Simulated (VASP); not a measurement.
# Fe (Pm-3m) in VASP: further runs, part 2 of 2

VASP 6.6.1. The steps go on from the part before.

**4. Single point, PBE, collinear spin, ferromagnetic start**

This run uses another cell than the first one, of 12.62 Å³/atom, 1.099 times its volume.

INCAR reads:

```
SYSTEM = Fe
  PREC = Accurate
  ENCUT = 520
  EDIFF = 1E-6
  ISMEAR = 1
  SIGMA = 0.05
  LREAL = .FALSE.
  LASPH = .TRUE.
  NELM = 150
  ALGO = Normal
  ISIF = 2
  LWAVE = .FALSE.
  LCHARG = .FALSE.
  ISPIN = 2
  MAGMOM = 3.5
  LORBIT = 11
  LMAXMIX = 4
  GGA = PE
  NBANDS = 14
```

KPOINTS reads:

```
Automatic mesh
0
G
  9 9 9
  0 0 0
```

POSCAR reads:

```
Fe
1.0
    2.3279501888      0.0000000000      0.0000000000
    0.0000000000      2.3279501888      0.0000000000
    0.0000000000      0.0000000000      2.3279501888
Fe
1
Direct
    0.0000000000      0.0000000000      0.0000000000
```

Potentials or basis: VASP PAW PBE potentials, release 64 (Fe).

The run is started by

```sh
> cat potpaw_PBE.64/Fe/POTCAR > POTCAR
> mpirun -np 1 vasp_std > vasp.out
```

OUTCAR:

```text
SYSTEM = Fe
   PREC = Accurate
   ENCUT = 520
   EDIFF = 1E-6
   ISMEAR = 1
   LREAL = .FALSE.
   LASPH = .TRUE.
   NELM = 150
   ISIF = 2
   ISPIN = 2
   LORBIT = 11
   GGA = PE

 ion  position               nearest neighbor table
   1  0.000  0.000  0.000-

  LATTYP: Found a simple cubic cell.
 ALAT       =     2.3279501888

  Lattice vectors:

 A1 = (   2.3279501888,   0.0000000000,   0.0000000000)
 A2 = (   0.0000000000,   2.3279501888,   0.0000000000)
 A3 = (   0.0000000000,   0.0000000000,   2.3279501888)

Analysis of symmetry for initial positions (statically):
=====================================================================
 Subroutine PRICEL returns:
 Original cell was already a primitive cell.

 Routine SETGRP: Setting up the symmetry group for a
 simple cubic supercell.

 Subroutine GETGRP returns: Found 48 space group operations
 (whereof 48 operations were pure point group operations)
 out of a pool of 48 trial point group operations.

The static configuration has the point symmetry O_h .

Analysis of symmetry for dynamics (positions and initial velocities):
=====================================================================
 Subroutine PRICEL returns:
 Original cell was already a primitive cell.

 Routine SETGRP: Setting up the symmetry group for a
 simple cubic supercell.

 Subroutine GETGRP returns: Found 48 space group operations
 (whereof 48 operations were pure point group operations)
 out of a pool of 48 trial point group operations.

The dynamic configuration has the point symmetry O_h .

Analysis of structural, dynamic, and magnetic symmetry:
=====================================================================
 Subroutine PRICEL returns:
 Original cell was already a primitive cell.

 Routine SETGRP: Setting up the symmetry group for a
 simple cubic supercell.

 Subroutine GETGRP returns: Found 48 space group operations
 (whereof 48 operations were pure point group operations)
 out of a pool of 48 trial point group operations.

The overall configuration has the point symmetry O_h .

 Subroutine INISYM returns: Found 48 space group operations
 (whereof 48 operations are pure point group operations),
 and found     1 'primitive' translations

----------------------------------------------------------------------------------------

                                     Primitive cell

  volume of cell :      12.6160

  direct lattice vectors                    reciprocal lattice vectors
     2.327950189  0.000000000  0.000000000     0.429562456  0.000000000  0.000000000
     0.000000000  2.327950189  0.000000000     0.000000000  0.429562456  0.000000000
     0.000000000  0.000000000  2.327950189     0.000000000  0.000000000  0.429562456

  length of vectors
     2.327950189  2.327950189  2.327950189     0.429562456  0.429562456  0.429562456

  position of ions in fractional coordinates (direct lattice)
     0.000000000  0.000000000  0.000000000

  ion indices of the primitive-cell ions
   primitive index   ion index
                 1           1

----------------------------------------------------------------------------------------

 KPOINTS: Automatic mesh

Automatic generation of k-mesh.
 Grid dimensions read from file:
 generate k-points for:    9    9    9

 Generating k-lattice:
[... 71 lines left out ...]
   TEBEG  =    0.0;   TEEND  =   0.0 temperature during run
   PSTRESS=    0.0 pullay stress
   NELECT =       8.0000    total number of electrons
   NUPDOWN=      -1.0000    fix difference up-down
   EMIN   =  10.00;   EMAX   =-10.00  energy-range for DOS
   EFERMI =   0.00;   METHOD = LEGACY
   ISMEAR =     1;   SIGMA  =   0.05  broadening in eV -4-tet -1-fermi 0-gaus
   EFERMI_NEDOS =   21; number of points for ismear=-14 and -15
   IALGO  =     38    algorithm
   IMIX   =      4    mixing-type and parameters
     AMIX     =   0.40;   BMIX     =  1.00
     AMIX_MAG =   1.60;   BMIX_MAG =  1.00
  volume/ion in A,a.u.               =      12.62        85.14
  Fermi-wavevector in a.u.,A,eV,Ry     =   1.406472  2.657847 26.914555  1.978164
  Thomas-Fermi vector in A             =   2.528829
   LORBIT       =     11    0 simple, 1 ext, 2 COOP (PROOUT), +10 PAW based schemes
   GGA     = PE    functional components
   LHFCALC =     F    Hartree Fock is set to
   AEXX    =    0.0000 exact exchange contribution
   IVDW    =     0    specifies the selected vdW correction
   LEPSILON=     F    determine dielectric tensor
   LRPA    =     F    only Hartree local field effects (RPA)
 spin polarized calculation
 Methfessel and Paxton  Order N= 1 SIGMA  =   0.05
  energy-cutoff  :      520.00
  volume of cell :       12.62
 maximum number of plane-waves:       350
 NGX is ok and might be reduce to    18
   NGX =  9   NGY =  9   NGZ =  9

 number of electron       7.9999994 magnetization       2.4386158

 Free energy of the ion-electron system (eV)
  ---------------------------------------------------
  ext. energy  EPLUGINS =         0.00000000
  ---------------------------------------------------
  free energy    TOTEN  =        -7.48365045 eV

  energy without entropy =       -7.48386396  energy(sigma->0) =       -7.48372162

 E-fermi :   4.9628     XC(G=0): -12.4273

 val. band max:        4.8901725581   @ k =   0.4444   0.3333   0.2222
 cond. band min:       4.9731160764   @ k =   0.3333   0.3333   0.2222
 fundamental gap:      0.0829435183
 Fermi energy:         4.9627798247

 spin component 1

 k-point     1 :       0.0000    0.0000    0.0000
  band No.  band energies     occupation
      1      -2.9721      1.00000
      2       0.9876      1.00000
      3       0.9876      1.00000
      4       4.6355      1.00000
      5       4.6355      1.00000
      6       4.6355      1.00000
      7      24.4434      0.00000
      8      24.4434      0.00000
      9      24.4434      0.00000
     10      28.4140      0.00000
     11      28.4140      0.00000
     12      33.0630      0.00000
     13      45.5638      0.00000
     14      45.5638      0.00000
[... 379 lines left out ...]
      3       3.1049      1.00000
      4       3.4206      1.00000
      5       4.6586      1.00000
      6       8.2313      0.00000
      7      11.4294      0.00000
      8      18.7538      0.00000
      9      21.7338      0.00000
     10      28.8372      0.00000
     11      32.4400      0.00000
     12      36.7712      0.00000
     13      39.5895      0.00000
     14      42.5455      0.00000

 [... further k-points ...]

 spin component 2

 k-point     1 :       0.0000    0.0000    0.0000
  band No.  band energies     occupation
      1      -2.6324      1.00000
      2       2.5491      1.00000
      3       2.5496      1.00000
      4       7.6942      0.00000
      5       7.6942      0.00000
      6       7.6948      0.00000
      7      25.1077      0.00000
      8      25.1077      0.00000
      9      25.1077      0.00000
     10      28.9238      0.00000
     11      28.9239      0.00000
     12      32.9679      0.00000
     13      46.0532      0.00000
     14      46.0532      0.00000
[... 379 lines left out ...]
      3       5.7336     -0.00000
      4       5.7759     -0.00000
      5       6.7819      0.00000
      6       9.3924      0.00000
      7      12.4185      0.00000
      8      19.5524      0.00000
      9      22.6772      0.00000
     10      29.1737      0.00000
     11      33.0653      0.00000
     12      36.9914      0.00000
     13      40.2191      0.00000
     14      43.2203      0.00000

 [... further k-points ...]

------------------------ aborting loop because EDIFF is reached ----------------------------------------

  FORCE on cell =-STRESS in cart. coord.  units (eV):
  Direction    XX          YY          ZZ          XY          YZ          ZX
  --------------------------------------------------------------------------------------
  -------------------------------------------------------------------------------------
  Total        0.7205798      0.7205798      0.7205798     -0.0000000      0.0000000     -0.0000000
  in kB       91.5106489     91.5106489     91.5106489     -0.0000000      0.0000000     -0.0000000
  external PRESSURE =      91.5106489 kB  Pullay stress =       0.0000000 kB

 VOLUME and BASIS-vectors are now :
 -----------------------------------------------------------------------------
  energy-cutoff  :      520.00
  volume of cell :       12.62
      direct lattice vectors                 reciprocal lattice vectors
     2.327950189  0.000000000  0.000000000     0.429562456  0.000000000  0.000000000
     0.000000000  2.327950189  0.000000000     0.000000000  0.429562456  0.000000000
     0.000000000  0.000000000  2.327950189     0.000000000  0.000000000  0.429562456

 POSITION                                       TOTAL-FORCE (eV/Angst)
 -----------------------------------------------------------------------------------
      0.00000      0.00000      0.00000         0.000000      0.000000      0.000000
 -----------------------------------------------------------------------------------
    total drift:                                0.000000      0.000000     -0.000000

  FREE ENERGIE OF THE ION-ELECTRON SYSTEM (eV)
  ---------------------------------------------------
  free  energy   TOTEN  =        -7.4836504532 eV

  energy  without entropy=       -7.4838639557  energy(sigma->0) =       -7.48372162

 total charge

# of ion       s       p       d       tot
------------------------------------------
    1        0.517   0.445   6.306   7.268

 magnetization (x)

# of ion       s       p       d       tot
------------------------------------------
    1        0.004   0.001   2.414   2.419
```

stdout:

```text
POSCAR found type information on POSCAR Fe
 POSCAR found :  1 types and       1 ions
 scaLAPACK will be used
 LDA part: xc-table for (Slater+PW92), standard interpolation
 POSCAR, INCAR and KPOINTS ok, starting setup
 FFT: planning ... GRIDC
 FFT: planning ... GRID_SOFT
 FFT: planning ... GRID
 WAVECAR not read
 entering main loop
```

Wall time 5.9 s (1 thread of AMD EPYC 9R45 (Zen 5), shared host); peak memory 0.09 GiB.

Results:

| Item | Value |
| --- | --- |
| Free energy | -7.4837 eV |
| Pressure | 9.2 GPa |
| Net moment | 2.44 μB per cell |
| Site moments | Fe +2.42 μB |
| Valence electrons inside the program's atomic spheres | Fe 7.27 |

**5. Summary**

| cell | gap on the mesh (eV) | pressure (GPa) | moment (μB) |
| --- | --- | --- | --- |
| a = 2.256 Å, 1 atom | none | 29.0 | 2.33 |
| a = 2.284 Å, 1 atom | none | 19.1 | 2.33 |
| a = 2.328 Å, 1 atom | none | 9.2 | 2.44 |

Alike in all rows: task single point; level PBE; potentials or basis VASP PAW PBE potentials, release 64 (Fe); spin collinear, ferromagnetic start; k mesh 9 × 9 × 9; cutoff (eV) 520; smearing methfessel-paxton 0.05 eV.

Total energies depend on the potentials used, so only differences within one code and one set of settings carry meaning.
